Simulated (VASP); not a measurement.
Crystal: Te.

```xyz
3
Lattice="4.7306 0.0000 0.0000 -2.3653 4.0968 0.0000 0.0000 0.0000 6.2938" Properties=species:S:1:pos:R:3 pbc="T T T"
Te    1.1059    0.0000    2.0979
Te   -0.5530    0.9577    4.1958
Te    1.8123    3.1391    0.0000
```

This cell differs from its parent crystal: strain +5.8%.

Base run:

| Property | Result |
| --- | --- |
| Program | VASP 6.6.1 |
| Functional | PBE |
| Potentials or basis | VASP PAW PBE potentials, release 64 (Te) |
| Cutoff | 520 eV |
| k mesh | 6 × 6 × 4 |
| Occupations | fermi-dirac, width 0.02 eV |
| Spin | no spin polarisation |

Its results: band gap on the k mesh 0.08 eV, direct; pressure -1.4 GPa; largest force 0.191 eV/Å.

Task: The run is repeated on the same cell with these changes: functional from PBE to r2SCAN. What comes out?

Result: Band gap on the k mesh 0.24 eV, direct; pressure -2.1 GPa; largest force 0.005 eV/Å.

r2SCAN gives the wider gap, since meta-GGAs in the generalised Kohn-Sham scheme recover part of the derivative discontinuity.

Caveats: spin-orbit coupling is left out, which moves the levels of the heavy elements; the PAW data sets were made with another functional, which shifts forces and pressure a little (some runs).

A k mesh can miss the band edges.
